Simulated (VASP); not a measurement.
SnSe2: single point with HSE06

SnSe2:

```
Sn Se
1.0
     3.82515    0.00000    0.00000
    -1.91257    3.31268    0.00000
     0.00000    0.00000    6.22708
Sn Se
1 2
Cartesian
  0.0000 0.0000 0.0000
  0.0000 2.2085 1.5759
  1.9126 1.1042 4.6511
```

```json
{
 "Program": "VASP 6.6.1",
 "Task": "single point",
 "Functional": "HSE06",
 "Potentials or basis": "VASP PAW PBE potentials, release 64 (Sn_d, Se)",
 "Cutoff": "400 eV",
 "k mesh": "6 × 6 × 2",
 "Occupations": "gaussian, width 0.01 eV",
 "Spin": "no spin polarisation"
}
```

- Pressure: -0.1 GPa
- Largest force: 0.231 eV/Å
- Band gap on the k mesh: 1.42 eV (least direct gap 1.92 eV)

Forces in eV/Å, atoms in the order of the input:
```
Sn   0.000  0.000  0.000
Se   0.000  0.000 -0.231
Se   0.000  0.000  0.231
```

Stress tensor (GPa, compression positive):
```
 0.00  0.00  0.00
 0.00  0.00  0.00
 0.00  0.00 -0.25
```

Levels at points of the mesh, in eV from the valence-band top:
```tsv
k point	band 10	band 11	band 12	band 13	band 14	band 15	band 16	band 17
(0.00, 0.00, 0.00)	-0.58	-0.26	-0.26	-0.12	1.80	3.93	5.63	5.63
(0.50, 0.00, 0.00)	-3.12	-2.65	-1.26	-0.24	1.82	4.65	6.24	6.34
(0.00, 0.00, 0.50)	-0.69	-0.69	-0.09	-0.09	3.28	3.85	5.34	5.34
(0.50, 0.00, 0.50)	-2.46	-2.12	-0.86	-0.66	1.42	5.06	5.66	6.68
```

Run time: 30 min on 1 thread of Intel(R) Xeon(R) Platinum 8259CL CPU @ 2.50GHz (Skylake/Cascade Lake) (shared host), peak memory 0.29 GiB.

Caveat: the k points lie up to 0.50 Å⁻¹ apart; the PAW data sets were made with another functional, which shifts forces and pressure a little; spin-orbit coupling is left out, which moves the levels of the heavy elements; this functional lacks dispersion, which binds the layers, so the pressure and a relaxed spacing across them are unreliable. A k mesh can miss the band edges.
